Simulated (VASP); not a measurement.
Write the native input for VASP 6.6.1 that does the following.

- Task: single point
- Functional: PBEsol
- Potentials or basis: VASP PAW PBE potentials, release 64 (Li_sv, Zn, Si, Se)
- Cutoff: 520 eV
- k mesh: 6 × 6 × 6
- Occupations: fermi-dirac, width 0.03 eV
- Spin: no spin polarisation
- Dipole correction: no
- Further INCAR settings: ALGO = Normal; EDIFF = 1e-06; NBANDS = 33

The structure of Li2ZnSiSe4 lies in POSCAR:

```
Li2ZnSiSe4
1.0
   -2.9132462756      2.9132462756      5.2595179105
    2.9132462756     -2.9132462756      5.2595179105
    2.9132462756      2.9132462756     -5.2595179105
Li Zn Si Se
2 1 1 4
Direct
    0.0000000000      0.0000000000      0.0000000000
    0.7500000000      0.2500000000      0.5000000000
    0.2500000000      0.7500000000      0.5000000000
    0.5000000000      0.5000000000      0.0000000000
    0.1528078652      0.6111085231      1.0082114501
    0.3888914769      0.3971029269      0.5416993420
    0.6028970731      0.1445964151     -0.0082114501
    0.8554035849      0.8471921348      0.4583006580
```

These files were run (other wordings do the same):

INCAR

```
SYSTEM = Li2ZnSiSe4
PREC = Accurate ; ENCUT = 520
EDIFF = 1E-6 ; ISMEAR = -1
SIGMA = 0.03 ; LREAL = .FALSE.
LASPH = .TRUE. ; NELM = 80
ALGO = Normal ; ISIF = 2
LWAVE = .FALSE. ; LCHARG = .TRUE.
GGA = PS ; LELF = .TRUE.
LVHAR = .TRUE. ; NBANDS = 33
```

KPOINTS

```
regular mesh
0
G
  6 6 6
  0 0 0
```

Potentials or basis: VASP PAW PBE potentials, release 64 (Li_sv, Zn, Si, Se).

Command:

```sh
$ cat potpaw_PBE.64/Li_sv/POTCAR potpaw_PBE.64/Zn/POTCAR potpaw_PBE.64/Si/POTCAR potpaw_PBE.64/Se/POTCAR > POTCAR
$ mpirun -np 1 vasp_std > vasp.out
```

It gave:

```json
{
 "Largest force": "0.014 eV/Å",
 "Band gap on the k mesh": "2.65 eV"
}
```

Caveat: the PAW data sets were made with another functional, which shifts forces and pressure a little.

Wall time 2.6 min on 1 thread of Intel(R) Xeon(R) 6975P-C (Granite Rapids), with other jobs on the host, peak memory 0.47 GiB.
